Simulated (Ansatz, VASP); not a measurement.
# One calculation of P, two programs

Contents of POSCAR:

```
P
1.0
    1.6538346590     -5.4984059606      0.0000000000
    1.6538346590      5.4984059606      0.0000000000
    0.0000000000      0.0000000000      4.5468944061
P
4
Direct
    0.0955109276      0.9044890724      0.9118095445
    0.5955109276      0.4044890724      0.5881904555
    0.9044890724      0.0955109276      0.0881904555
    0.4044890724      0.5955109276      0.4118095445
```

The input INCAR.step1:

```
SYSTEM = P
PREC = Accurate
ENCUT = 520
ISMEAR = -1
SIGMA = 0.05
LREAL = .False.
LASPH = .True.
NELM = 60
NBANDS = 18
GGA = PE
ALGO = Normal
EDIFF = 1E-4
LWAVE = .True.
LCHARG = .False.
```

Contents of INCAR.step2:

```
SYSTEM = P
PREC = Accurate
ENCUT = 520
EDIFF = 1E-7
ISMEAR = -1
SIGMA = 0.05
LREAL = .False.
LASPH = .True.
NELM = 60
ALGO = Normal
ISIF = 2
LWAVE = .False.
LCHARG = .False.
METAGGA = R2SCAN
LMIXTAU = .True.
NBANDS = 18
ISTART = 1
```

File KPOINTS:

```
regular mesh
0
Gamma
  3 3 2
  0 0 0
```

Input for Ansatz:

```yaml
crystal:
  lattice:
    - [1.653834659, -5.4984059606, 0.0]
    - [1.653834659, 5.4984059606, 0.0]
    - [0.0, 0.0, 4.5468944061]
  atoms:
    - { symbol: P, position: [0.0955109276, 0.9044890724, 0.9118095445] }
    - { symbol: P, position: [0.5955109276, 0.4044890724, 0.5881904555] }
    - { symbol: P, position: [0.9044890724, 0.0955109276, 0.0881904555] }
    - { symbol: P, position: [0.4044890724, 0.5955109276, 0.4118095445] }
hamiltonian:
  xc: r2scan
  pseudopotentials:
    kind: paw
    azcp:
      P: "pseudopotentials/P.paw.azcp"
basis:
  ecutwfc: 500
  fft_grid_basis: typed
kpoints:
  mp_grid: { grid: [3, 3, 2], shift: [0, 0, 0] }
magnetization:
  spin_polarized: false
scf:
  occupations: { method: fermi_dirac, width: 0.05 }
  lower_state_search: "off"
output:
  stress: true
```

Alike in both runs: task single point; functional r2SCAN; k mesh 3 × 3 × 2; occupations fermi-dirac, width 0.05 eV; no spin polarisation.

```csv
,VASP,Ansatz
version,VASP 6.6.1,Ansatz 0.2.0
potentials or method,"VASP PAW PBE potentials, release 64 (P), cutoff 520 eV","plane waves (500 eV) with PAW, scalar-relativistic"
valence electrons in the cell,20,20
```

```tsv
	VASP	Ansatz	Ansatz less VASP
pressure (GPa)	-0.2	0.4	+0.61
traceless stress, the component that is largest in VASP (GPa)	4.71	4.81	+0.097
```

VASP's potentials were made for PBE, not for r2SCAN. With one functional, cell and mesh, what is left measures potentials, basis and numerics.

The k mesh is coarse, so the values compare programs but aren't converged.
